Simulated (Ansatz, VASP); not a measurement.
**Two plane-wave programs on CdS**

File INCAR:

```
PREC = Accurate
ENCUT = 600
EDIFF = 1E-6
ISMEAR = 0
SIGMA = 0.02
LREAL = F
LASPH = T
NELM = 100
ALGO = Normal
ISIF = 3
LWAVE = F
LCHARG = F
GGA = PS
IBRION = 2
NSW = 100
EDIFFG = -0.002
```

File KPOINTS:

```
Automatic mesh
0
Gamma
  9 9 4
```

Contents of POSCAR:

```
CdS
1.0
    4.1370000000      0.0000000000      0.0000000000
   -2.0685000000      3.5827470955      0.0000000000
    0.0000000000      0.0000000000      6.7160000000
Cd S
2 2
Direct
    0.3333333333      0.6666666667      0.0000000000
    0.6666666667      0.3333333333      0.5000000000
    0.3333333333      0.6666666667      0.3770000000
    0.6666666667      0.3333333333      0.8770000000
```

Input for Ansatz:

```yaml
crystal:
  lattice:
    - [4.137, 0.0, 0.0]
    - [-2.0685, 3.5827470955, 0.0]
    - [0.0, 0.0, 6.716]
  atoms:
    - { symbol: Cd, position: [0.3333333333, 0.6666666667, 0.0] }
    - { symbol: Cd, position: [0.6666666667, 0.3333333333, 0.5] }
    - { symbol: S, position: [0.3333333333, 0.6666666667, 0.377] }
    - { symbol: S, position: [0.6666666667, 0.3333333333, 0.877] }
basis:
  ecutwfc: 420
kpoints:
  mp_grid: { grid: [9, 9, 4] }
hamiltonian:
  xc: pbesol
  pseudopotentials: { kind: paw, azcp: { folder: soft_1 } }
scf:
  occupations: { method: gaussian, width: 0.02 }
output:
  forces: true
  stress: true
  eigenvalues: true
relax:
  adjacent_minimum: "off"
  f_tol: 0.002
  max_steps: 80
  cell: { stress_tol: 0.02 }
```

Alike in both runs: task relaxation of cell and atoms; functional PBEsol; k mesh 9 × 9 × 4; occupations gaussian, width 0.02 eV; no spin polarisation.

|  | VASP | Ansatz |
| --- | --- | --- |
| version | VASP 6.6.1 | Ansatz 0.2.0 |
| potentials or method | VASP PAW PBE potentials, release 64 (Cd, S), cutoff 600 eV | scalar-relativistic, plane waves, PAW |
| valence electrons in the cell | 36 | 52 |

Ansatz gave:

| Quantity | Value |
| --- | --- |
| gap on the k mesh at the Fermi level, each at its own relaxed structure (eV) | 1.09 |
| relaxed volume (Å³/atom) | 24.71 |
| relaxed cell length with the largest relative difference (Å) | 6.709 |

**Question.** Estimate VASP's values.

**Answer.** gap on the k mesh at the Fermi level, each at its own relaxed structure (eV): 1.08; relaxed volume (Å³/atom): 24.85; relaxed cell length with the largest relative difference (Å): 6.722.

VASP's potentials were made for PBE, not for PBEsol, and Ansatz warns of the same on its side. VASP's potentials hold 36 valence electrons a cell and Ansatz's 52, so a difference there can come from the potentials and not from the codes.
